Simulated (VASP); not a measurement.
A run of VASP 6.6.1 is set up as follows.

File POSCAR:

```
C
1.0
    2.1273203100     -1.2282824400      0.0000000000
    2.1273203100      1.2282824400      0.0000000000
   -1.3790696300      0.0000000000      3.5028300800
C
2
Direct
    0.8333555300      0.8333555300      0.0000930400
    0.1666444700      0.1666444700      0.9999069600
```

The input INCAR.step1:

```
  ALGO = Normal
  EDIFF = 1E-5
  EDIFFG = -0.005
  ENCUT = 660
  GGA = PE
  GGA_COMPAT = False
  IBRION = 2
  ISIF = 3
  ISMEAR = -1
  LASPH = True
  LCHARG = False
  LREAL = False
  LWAVE = True
  NELM = 120
  NELMIN = 4
  NSW = 100
  PREC = Accurate
  SIGMA = 0.1
```

Contents of INCAR.step2:

```
  ALGO = Normal
  EDIFF = 1E-7
  EDIFFG = -0.005
  ENCUT = 660
  GGA_COMPAT = False
  IBRION = 2
  ISIF = 3
  ISMEAR = -1
  ISTART = 1
  LASPH = True
  LCHARG = False
  LMIXTAU = True
  LREAL = False
  LWAVE = False
  METAGGA = R2SCAN
  NELM = 120
  NELMIN = 4
  NSW = 80
  PREC = Accurate
  PSTRESS = 100.0
  SIGMA = 0.1
```

Contents of KPOINTS:

```
k-points
0
Gamma
  13 13 8
```

Potentials or basis: VASP PAW PBE potentials, release 64 (C).

Launch:

```console
$ cat potpaw_PBE.64/C/POTCAR > POTCAR
$ cp INCAR.step1 INCAR
$ mpirun -np 1 vasp_std > vasp.out
$ cp INCAR.step2 INCAR
$ mpirun -np 1 vasp_std > vasp.out
```

Q: Estimate the relaxed cell.

A: a = 2.438 Å, b = 2.438 Å, c = 3.312 Å, α = 111.48°, β = 111.48°, γ = 60.00°.

Q: Predict the space group after relaxing (to 0.1 Å).

A: R-3m (No. 166).

Stress tensor (GPa, compression positive):
```
10.03  0.00 -0.02
 0.00  9.94  0.00
-0.02  0.00 10.10
```

Caveat: the cell is relaxed towards a set pressure, so the run minimises the enthalpy, not the energy; the PAW data sets were made with another functional, which shifts forces and pressure a little.
